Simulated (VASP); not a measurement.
# HfC (P6_3/mmc) in VASP: a series of runs

HfC is run at these levels: LDA; tasks: single point.

Program: VASP 6.6.1. These are calculated values, not measurements. Logs are shortened: lines on timing, memory, paths and dates and some standing lists are left out, and cuts for length are marked.

## (1) The cell of the first run

Symmetry: P6_3/mmc, No. 194, hexagonal system. The conventional cell has a = 3.343 Å, b = 3.343 Å, c = 5.203 Å, α = 90.00°, β = 90.00°, γ = 120.00°. Hf (site symmetry -6m2) has 6 C at 2.33 Å within 3.1 Å. C (site symmetry -3m) has 6 Hf at 2.33 Å and 2 C at 2.60 Å within 3.1 Å.

## (2) Single point, LDA

Contents of INCAR:

```
PREC     = Accurate       # precision mode
ENCUT    = 520            # plane-wave cutoff, eV
EDIFF    = 1E-6           # SCF threshold, eV
ISMEAR   = -1             # smearing method
SIGMA    = 0.1            # smearing width, eV
LREAL    = F              # projectors in reciprocal space
LASPH    = T              # aspherical terms in the spheres
NELM     = 60             # most SCF steps
ALGO     = Normal         # electronic algorithm
ISIF     = 2              # what is computed and relaxed
LWAVE    = F              # write WAVECAR
LCHARG   = F              # write CHGCAR
NBANDS   = 22             # bands
```

Contents of KPOINTS:

```
Automatic mesh
0
Gamma
  9 9 5
```

Contents of POSCAR:

```
HfC
1.0
    3.3428660500      0.0000000000      0.0000000000
   -1.6714330300      2.8950069200      0.0000000000
    0.0000000000      0.0000000000      5.2027140000
Hf C
2 2
Direct
    0.6666666700      0.3333333300      0.7500000000
    0.3333333300      0.6666666700      0.2500000000
    0.0000000000      0.0000000000      0.0000000000
    0.0000000000      0.0000000000      0.5000000000
```

Potentials or basis: VASP PAW LDA potentials, release 64 (Hf_pv, C).

Started as:

```
$ cat potpaw_LDA.64/Hf_pv/POTCAR potpaw_LDA.64/C/POTCAR > POTCAR
$ mpirun -np 1 vasp_std > vasp.out
```

OUTCAR:

```text
PREC = Accurate
   ENCUT = 520
   EDIFF = 1E-6
   ISMEAR = -1
   LREAL = F
   LASPH = T
   NELM = 60
   ISIF = 2

 ion  position               nearest neighbor table
   1  0.667  0.333  0.750-   3 2.33   4 2.33   3 2.33   4 2.33   3 2.33   4 2.33   2 3.24   2 3.24
                             2 3.24   2 3.24   2 3.24   2 3.24
   2  0.333  0.667  0.250-   3 2.33   4 2.33   3 2.33   4 2.33   3 2.33   4 2.33   1 3.24   1 3.24
                             1 3.24   1 3.24   1 3.24   1 3.24
   3  0.000  0.000  0.000-   1 2.33   2 2.33   1 2.33   2 2.33   1 2.33   2 2.33
   4  0.000  0.000  0.500-   1 2.33   2 2.33   1 2.33   2 2.33   1 2.33   2 2.33

  LATTYP: Found a hexagonal cell.
 ALAT       =     3.3428660500
 C/A-ratio  =     1.5563632889

  Lattice vectors:

 A1 = (   3.3428660500,   0.0000000000,   0.0000000000)
 A2 = (  -1.6714330300,   2.8950069200,   0.0000000000)
 A3 = (   0.0000000000,   0.0000000000,   5.2027140000)

Analysis of symmetry for initial positions (statically):
=====================================================================
 Subroutine PRICEL returns:
 Original cell was already a primitive cell.

 Routine SETGRP: Setting up the symmetry group for a
 hexagonal supercell.

 Subroutine GETGRP returns: Found 24 space group operations
 (whereof 12 operations were pure point group operations)
 out of a pool of 24 trial point group operations.

The static configuration has the point symmetry D_3d.
 The point group associated with its full space group is D_6h.

Analysis of symmetry for dynamics (positions and initial velocities):
=====================================================================
 Subroutine PRICEL returns:
 Original cell was already a primitive cell.

 Routine SETGRP: Setting up the symmetry group for a
 hexagonal supercell.

 Subroutine GETGRP returns: Found 24 space group operations
 (whereof 12 operations were pure point group operations)
 out of a pool of 24 trial point group operations.

The dynamic configuration has the point symmetry D_3d.
 The point group associated with its full space group is D_6h.

 Subroutine INISYM returns: Found 24 space group operations
 (whereof 12 operations are pure point group operations),
 and found     1 'primitive' translations

----------------------------------------------------------------------------------------

                                     Primitive cell

  volume of cell :      50.3499

  direct lattice vectors                    reciprocal lattice vectors
     3.342866050  0.000000000  0.000000000     0.299144502  0.172711159  0.000000000
    -1.671433030  2.895006920  0.000000000     0.000000000  0.345422318  0.000000000
     0.000000000  0.000000000  5.202714000     0.000000000  0.000000000  0.192207375

  length of vectors
     3.342866050  3.342866052  5.202714000     0.345422318  0.345422318  0.192207375

  position of ions in fractional coordinates (direct lattice)
     0.666666670  0.333333330  0.750000000
     0.333333330  0.666666670  0.250000000
     0.000000000  0.000000000  0.000000000
     0.000000000  0.000000000  0.500000000

  ion indices of the primitive-cell ions
   primitive index   ion index
                 1           1
                 2           2
                 3           3
                 4           4

----------------------------------------------------------------------------------------

 KPOINTS: Automatic mesh

Automatic generation of k-mesh.
 Grid dimensions read from file:
 generate k-points for:    9    9    5

 Generating k-lattice:

  Cartesian coordinates                     Fractional coordinates (reciprocal lattice)
     0.033238278  0.019190129  0.000000000     0.111111111 -0.000000000  0.000000000
     0.000000000  0.038380258  0.000000000     0.000000000  0.111111111  0.000000000
     0.000000000  0.000000000  0.038441475     0.000000000  0.000000000  0.200000000

  Length of vectors
     0.038380258  0.038380258  0.038441475

  Shift w.r.t. Gamma in fractional coordinates (k-lattice)
     0.000000000  0.000000000  0.000000000

 Subroutine IBZKPT returns following result:
 ===========================================

 Found     36 irreducible k-points:

 Following reciprocal coordinates:
            Coordinates               Weight
  0.000000  0.000000  0.000000      1.000000
  0.111111  0.000000  0.000000      6.000000
  0.222222  0.000000  0.000000      6.000000
  0.333333  0.000000  0.000000      6.000000
  0.444444  0.000000  0.000000      6.000000
  0.111111  0.111111  0.000000      6.000000
[... 16 lines left out ...]
  0.333333  0.222222  0.200000     24.000000
  0.333333  0.333333  0.200000      4.000000
 [... further k-points ...]
   k-points           NKPTS =     36   k-points in BZ     NKDIM =     36   number of bands    NBANDS=     22
   number of dos      NEDOS =    301   number of ions     NIONS =      4
   total plane-waves  NPLWV =  31360
   dimension x,y,z NGX =    28 NGY =   28 NGZ =   40
   dimension x,y,z NGXF=    56 NGYF=   56 NGZF=   80
   ions per type =               2   2
   NGX,Y,Z   is equivalent  to a cutoff of  13.92, 13.92, 12.78 a.u.
   NGXF,Y,Z  is equivalent  to a cutoff of  27.85, 27.85, 25.56 a.u.
 SYSTEM =  unknown system
   PREC   = accura    normal or accurate (medium, high low for compatibility)
   ISTART =      0    job   : 0-new  1-cont  2-samecut
   ICHARG =      2    charge: 1-file 2-atom 10-const
   ISPIN  =      1    spin polarized calculation?
   LNONCOLLINEAR =      F non collinear calculations
   LSORBIT =      F    spin-orbit coupling
   LASPH  =      T    aspherical Exc in radial PAW
   ENCUT  =  520.0 eV  38.22 Ry    6.18 a.u.   6.22  6.22  9.67*2*pi/ulx,y,z
   NELM   =     60;   NELMIN=  2; NELMDL= -5     # of ELM steps
   EDIFF  = 0.1E-05   stopping-criterion for ELM
   LREAL  =      F    real-space projection
   EDIFFG = 0.1E-04   stopping-criterion for IOM
   NSW    =      0    number of steps for IOM
   IBRION =     -1    ionic relax: 0-MD 1-quasi-New 2-CG
   NFREE  =      0    steps in history (QN), initial steepest desc. (CG)
   ISIF   =      2    stress and relaxation
   ISYM   =      2    0-nonsym 1-usesym 2-fastsym
   POTIM  = 0.5000    time-step for ionic-motion
   TEBEG  =    0.0;   TEEND  =   0.0 temperature during run
   PSTRESS=    0.0 pullay stress
   NELECT =      28.0000    total number of electrons
   NUPDOWN=      -1.0000    fix difference up-down
   EMIN   =  10.00;   EMAX   =-10.00  energy-range for DOS
   EFERMI =   0.00;   METHOD = LEGACY
   ISMEAR =    -1;   SIGMA  =   0.10  broadening in eV -4-tet -1-fermi 0-gaus
   EFERMI_NEDOS =   21; number of points for ismear=-14 and -15
   IALGO  =     38    algorithm
   IMIX   =      4    mixing-type and parameters
     AMIX     =   0.40;   BMIX     =  1.00
     AMIX_MAG =   1.60;   BMIX_MAG =  1.00
  volume/ion in A,a.u.               =      12.59        84.94
  Fermi-wavevector in a.u.,A,eV,Ry     =   1.346257  2.544057 24.659309  1.812408
  Thomas-Fermi vector in A             =   2.474104
   LORBIT       =      0    0 simple, 1 ext, 2 COOP (PROOUT), +10 PAW based schemes
   GGA     = CA    functional components
   LHFCALC =     F    Hartree Fock is set to
   AEXX    =    0.0000 exact exchange contribution
   IVDW    =     0    specifies the selected vdW correction
   LEPSILON=     F    determine dielectric tensor
   LRPA    =     F    only Hartree local field effects (RPA)
 non-spin polarized calculation
  energy-cutoff  :      520.00
  volume of cell :       50.35
 maximum number of plane-waves:      1375
 NGX is ok and might be reduce to    28
   NGX = 13   NGY = 13   NGZ = 19

 number of electron      28.0000002 magnetization

 Free energy of the ion-electron system (eV)
  ---------------------------------------------------
  ext. energy  EPLUGINS =         0.00000000
  ---------------------------------------------------
  free energy    TOTEN  =       -44.94745297 eV

  energy without entropy =      -44.92598553  energy(sigma->0) =      -44.93671925

 E-fermi :   6.2627     XC(G=0): -12.4791

 val. band max:        6.2088756704   @ k =   0.2222   0.2222   0.2000
 cond. band min:       6.3080875008   @ k =   0.1111   0.1111   0.2000
 fundamental gap:      0.0992118305
 Fermi energy:         6.2626676565

 k-point     1 :       0.0000    0.0000    0.0000
  band No.  band energies     occupation
      1     -24.1653      2.00000
      2     -23.5870      2.00000
      3     -23.5870      2.00000
      4     -23.4952      2.00000
      5     -23.4952      2.00000
      6     -23.4102      2.00000
[... 14 lines left out ...]
     21      10.4076      0.00000
     22      14.3679      0.00000

 k-point     2 :       0.1111    0.0000    0.0000
  band No.  band energies     occupation
      1     -24.1363      2.00000
      2     -23.6452      2.00000
      3     -23.6091      2.00000
      4     -23.5497      2.00000
      5     -23.4978      2.00000
      6     -23.4215      2.00000
[... 14 lines left out ...]
     21      11.0377      0.00000
     22      13.8239      0.00000

 k-point     3 :       0.2222    0.0000    0.0000
  band No.  band energies     occupation
      1     -24.0564      2.00000
      2     -23.7939      2.00000
      3     -23.6804      2.00000
      4     -23.6593      2.00000
      5     -23.5098      2.00000
      6     -23.4563      2.00000
[... 14 lines left out ...]
     21      12.6081      0.00000
     22      12.8314      0.00000
[... 476 lines left out ...]
 k-point    23 :       0.3333    0.2222    0.2000
  band No.  band energies     occupation
      1     -24.0378      2.00000
      2     -23.9455      2.00000
      3     -23.8487      2.00000
      4     -23.7188      2.00000
      5     -23.6691      2.00000
      6     -23.5664      2.00000
[... 14 lines left out ...]
     21      13.2476      0.00000
     22      13.7131      0.00000

 k-point    24 :       0.3333    0.3333    0.2000
  band No.  band energies     occupation
      1     -24.0048      2.00000
      2     -23.9136      2.00000
      3     -23.9136      2.00000
      4     -23.7738      2.00000
      5     -23.6190      2.00000
      6     -23.6190      2.00000
[... 14 lines left out ...]
     21      14.1299      0.00000
     22      14.1299      0.00000

 [... further k-points ...]

------------------------ aborting loop because EDIFF is reached ----------------------------------------

  FORCE on cell =-STRESS in cart. coord.  units (eV):
  Direction    XX          YY          ZZ          XY          YZ          ZX
  --------------------------------------------------------------------------------------
  -------------------------------------------------------------------------------------
  Total       -4.2006585     -4.2006585     -3.2440823      0.0000000      0.0000000      0.0000000
  in kB     -133.6686071   -133.6686071   -103.2295208      0.0000002      0.0000000      0.0000000
  external PRESSURE =    -123.5222450 kB  Pullay stress =       0.0000000 kB

 VOLUME and BASIS-vectors are now :
 -----------------------------------------------------------------------------
  energy-cutoff  :      520.00
  volume of cell :       50.35
      direct lattice vectors                 reciprocal lattice vectors
     3.342866050  0.000000000  0.000000000     0.299144502  0.172711159  0.000000000
    -1.671433030  2.895006920  0.000000000     0.000000000  0.345422318  0.000000000
     0.000000000  0.000000000  5.202714000     0.000000000  0.000000000  0.192207375

 POSITION                                       TOTAL-FORCE (eV/Angst)
 -----------------------------------------------------------------------------------
      1.67143      0.96500      3.90204         0.000000     -0.000000      0.000000
     -0.00000      1.93000      1.30068        -0.000000      0.000000      0.000000
      0.00000      0.00000      0.00000         0.000000      0.000000      0.000000
      0.00000      0.00000      2.60136         0.000000      0.000000      0.000000
 -----------------------------------------------------------------------------------
    total drift:                               -0.000003      0.000002     -0.000000

  FREE ENERGIE OF THE ION-ELECTRON SYSTEM (eV)
  ---------------------------------------------------
  free  energy   TOTEN  =       -44.9474529671 eV

  energy  without entropy=      -44.9259855261  energy(sigma->0) =      -44.93671925
```

Run time: 68 s. Hardware: 1 thread of Intel Xeon 8259CL, shared host; peak memory 0.18 GiB.

What came out:

| Quantity | Value |
| --- | --- |
| Free energy | -44.9475 eV |
| Pressure | -12.4 GPa |
| Band gap on the k mesh | zero (band 14 reaches 7.27 eV, above the bottom of band 15 at 6.21 eV) |

Stress tensor (GPa, compression positive):
```
-13.37   0.00   0.00
  0.00 -13.37   0.00
  0.00   0.00 -10.32
```

Caveat: spin-orbit coupling is left out, which moves the levels of the heavy elements.

## (3) Single point, LDA

Contents of INCAR:

```
SYSTEM = HfC
PREC = Accurate
ENCUT = 520
EDIFF = 1E-7
ISMEAR = -1
SIGMA = 0.1
LREAL = .FALSE.
LASPH = .TRUE.
NELM = 80
ALGO = Normal
ISIF = 2
LWAVE = .FALSE.
LCHARG = .FALSE.
NBANDS = 22
```

Contents of KPOINTS:

```
regular mesh
0
G
  9 9 5
  0 0 0
```

POSCAR is that of step 2.

Potentials or basis: VASP PAW LDA potentials, release 64 (Hf_pv, C).

Started as:

```
$ cat potpaw_LDA.64/Hf_pv/POTCAR potpaw_LDA.64/C/POTCAR > POTCAR
$ mpirun -np 1 vasp_std > vasp.out
```

Run time: 76 s. Hardware: 1 thread of Intel Xeon 8259CL, shared host; peak memory 0.17 GiB.

The run converged. Its results:

```yaml
Free_energy: -44.9475 eV
Pressure: -12.4 GPa
Band_gap_on_the_k_mesh: zero (band 14 reaches 7.27 eV, above the bottom of band 15 at 6.21 eV)
```

Stress tensor (GPa, compression positive):
```
-13.37   0.00   0.00
  0.00 -13.37   0.00
  0.00   0.00 -10.33
```

Levels at points of the mesh, in eV from the Fermi level:
| k point | band 10 | band 11 | band 12 | band 13 | band 14 | band 15 | band 16 | band 17 | band 18 | band 19 |
| --- | --- | --- | --- | --- | --- | --- | --- | --- | --- | --- |
| (0.00, 0.00, 0.00) | -3.06 | -3.06 | -1.16 | -1.16 | 1.01 | 1.42 | 1.42 | 1.89 | 1.89 | 2.33 |

Caveat: spin-orbit coupling is left out, which moves the levels of the heavy elements.
